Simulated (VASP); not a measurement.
Wanted: the native input for a VASP 6.6.1 run.

- Task: density of states
- Functional: PBE
- Potentials or basis: VASP PAW PBE potentials, release 64 (Li_sv, Al, B)
- Cutoff: 520 eV
- k mesh: 12 × 12 × 6
- Occupations: gaussian, width 0.1 eV
- Spin: no spin polarisation
- Dipole correction: no
- k mesh for the DOS: 18 × 18 × 9
- Occupations for the DOS: tetrahedron
- Further INCAR settings: ALGO = Normal; EDIFF = 1e-06; NBANDS = 16

Crystal: LiAl2B2.

```xyz
5
Lattice="3.0029 0.0000 0.0000 -1.5014 2.6005 0.0000 0.0000 0.0000 7.7783" Properties=species:S:1:pos:R:3 pbc="T T T"
Li    0.0000    0.0000    0.5096
Al    0.0000    0.0000    3.6050
Al    0.0000    1.7337    5.8819
B     0.0000    1.7337    2.1024
B     1.5014    0.8668    2.1175
```

One way to write it, as run:

POSCAR

```
LiAl2B2
1.0
    3.0028558832      0.0000000000      0.0000000000
   -1.5014279416      2.6005494787      0.0000000000
    0.0000000000      0.0000000000      7.7783429400
Li Al B
1 2 2
Direct
    0.0000000000      0.0000000000      0.0655088848
    0.0000000000      0.0000000000      0.4634726644
    0.3333333333      0.6666666667      0.7561842990
    0.3333333333      0.6666666667      0.2702866086
    0.6666666667      0.3333333333      0.2722246833
```

INCAR.step1

```
PREC = Accurate
ENCUT = 520
EDIFF = 1E-6
ISMEAR = 0
SIGMA = 0.1
LREAL = F
LASPH = T
NELM = 100
ALGO = Normal
ISIF = 2
LWAVE = F
LCHARG = T
GGA = PE
NBANDS = 16
```

KPOINTS.step1

```
Automatic mesh
0
Gamma
  12 12 6
```

INCAR.step2

```
PREC = Accurate
ENCUT = 520
EDIFF = 1E-6
ISMEAR = -5
SIGMA = 0.1
LREAL = F
LASPH = T
NELM = 100
ALGO = Normal
ISIF = 2
LWAVE = F
LCHARG = F
GGA = PE
LORBIT = 11
NBANDS = 16
NEDOS = 2001
ICHARG = 11
```

KPOINTS.step2

```
Automatic mesh
0
Gamma
  18 18 9
```

Potentials or basis: VASP PAW PBE potentials, release 64 (Li_sv, Al, B).

Command:

```sh
$ cat potpaw_PBE.64/Li_sv/POTCAR potpaw_PBE.64/Al/POTCAR potpaw_PBE.64/B/POTCAR > POTCAR
$ cp INCAR.step1 INCAR
$ cp KPOINTS.step1 KPOINTS
$ mpirun -np 1 vasp_std > vasp.out
$ cp INCAR.step2 INCAR
$ cp KPOINTS.step2 KPOINTS
$ mpirun -np 1 vasp_std > vasp.out
```

Results of the run:

The valence electrons inside the program's atomic spheres are Li 2.09; Al 0.75, 0.76; B 2.00, 2.02.

Wall time 110 s on 1 thread of Intel(R) Xeon(R) Platinum 8488C (Sapphire Rapids), on a shared host, peak memory 0.37 GiB.
